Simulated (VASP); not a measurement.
Set up this calculation in VASP 6.6.1, as the native input.

| Quantity | Value |
| --- | --- |
| Task | single point |
| Functional | BLYP |
| Potentials or basis | VASP PAW PBE potentials, release 64 (Hf_pv) |
| Cutoff | 520 eV |
| k mesh | 12 × 12 × 12 |
| Occupations | fermi-dirac, width 0.1 eV |
| Spin | no spin polarisation |
| Dipole correction | no |
| Further INCAR settings | ALGO = Normal; EDIFF = 1e-06; NBANDS = 11 |

The structure of Hf lies in POSCAR:

```
Hf
1.0
    2.9943941177      0.0000000000      0.0000000000
    0.0000000000      2.9943941177      0.0000000000
    0.0000000000      0.0000000000      2.9943941177
Hf
1
Direct
    0.0000000000      0.0000000000      0.0000000000
```

This cell differs from its parent crystal: volume scaled by 1.04.

One way to write it, as run:

INCAR

```
PREC = Accurate
ENCUT = 520
EDIFF = 1E-6
ISMEAR = -1
SIGMA = 0.1
LREAL = F
LASPH = T
NELM = 100
ALGO = Normal
ISIF = 2
LWAVE = F
LCHARG = F
GGA = B5
ALDAX = 1.0
AGGAX = 1.0
AGGAC = 1.0
ALDAC = 0.0
NBANDS = 11
```

KPOINTS

```
regular mesh
0
Gamma
  12 12 12
```

Potentials or basis: VASP PAW PBE potentials, release 64 (Hf_pv).

Command:

```console
$ cat potpaw_PBE.64/Hf_pv/POTCAR > POTCAR
$ mpirun -np 1 vasp_std > vasp.out
```

It gave:

```yaml
Pressure: -2.4 GPa
Band_gap_on_the_k_mesh: zero (band 5 reaches 4.65 eV, above the bottom of band 6 at 2.51 eV)
```

Caveat: the PAW data sets were made with another functional, which shifts forces and pressure a little; spin-orbit coupling is left out, which moves the levels of the heavy elements.

It took 30 s on 1 thread of Intel Xeon 8259CL (shared host), peak memory 0.15 GiB.
